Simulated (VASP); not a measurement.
Input of a VASP 6.6.1 run:

File INCAR:

```
SYSTEM = WS2
PREC = Accurate
ENCUT = 600
EDIFF = 1E-6
ISMEAR = 0
SIGMA = 0.02
LREAL = .FALSE.
LASPH = .TRUE.
NELM = 100
ALGO = Normal
ISIF = 3
LWAVE = .FALSE.
LCHARG = .FALSE.
GGA = PE
IVDW = 12
IBRION = 2
NSW = 100
EDIFFG = -0.002
```

File KPOINTS:

```
Automatic mesh
0
G
  12 12 2
  0 0 0
```

POSCAR

```
WS2
1.0
    3.1842228900      0.0000000000      0.0000000000
   -1.5921114500      2.7576179200      0.0000000000
    0.0000000000      0.0000000000     12.9782823600
W S
2 4
Direct
    0.3333333300      0.6666666700      0.2500000000
    0.6666666700      0.3333333300      0.7500000000
    0.3333333300      0.6666666700      0.6298049400
    0.6666666700      0.3333333300      0.1298049400
    0.3333333300      0.6666666700      0.8701950600
    0.6666666700      0.3333333300      0.3701950600
```

Potentials or basis: VASP PAW PBE potentials, release 64 (W_sv, S).

Run with:

```console
$ cat potpaw_PBE.64/W_sv/POTCAR potpaw_PBE.64/S/POTCAR > POTCAR
$ mpirun -np 1 vasp_std > vasp.out
```

Estimate the relaxed cell.

a = 3.154 Å, b = 3.154 Å, c = 12.140 Å, α = 90.00°, β = 90.00°, γ = 120.00°.

What does it give for the band gap on the k mesh?

0.91 eV (least direct gap 1.83 eV).

What does it give for the dispersion energy per atom?

-0.435 eV.

The path:
| step | energy change (eV) | largest force (eV/Å) | pressure (GPa) | volume (Å³) |
| --- | --- | --- | --- | --- |
| 1 | 0.0000 | 0.2025 | -1.71 | 113.96 |
| 2 | -0.0139 | 0.4147 | 1.85 | 110.64 |
| 3 | -0.0178 | 0.3462 | 0.67 | 111.68 |
| 4 | -0.0259 | 0.0602 | -0.78 | 111.16 |
| 5 | -0.0273 | 0.0519 | -0.37 | 111.31 |
| 6 | -0.0404 | 0.0526 | -0.37 | 110.44 |
| 7 | -0.0735 | 0.0626 | -0.15 | 107.82 |
| 8 | -0.0815 | 0.0836 | 1.07 | 102.57 |
| 9 | -0.0905 | 0.1101 | 0.48 | 105.11 |
| 10 | -0.0911 | 0.1082 | 0.59 | 104.57 |
| 11 | -0.0588 | 0.5384 | -3.56 | 105.20 |
| 12 | -0.0921 | 0.0098 | -0.04 | 104.66 |
| 13 | -0.0921 | 0.0081 | -0.05 | 104.67 |
| 14 | -0.0921 | 0.0083 | 0.07 | 104.52 |
| 15 | -0.0922 | 0.0000 | 0.02 | 104.59 |

Caveat: spin-orbit coupling is left out, which moves the levels of the heavy elements. A k mesh can miss the band edges.
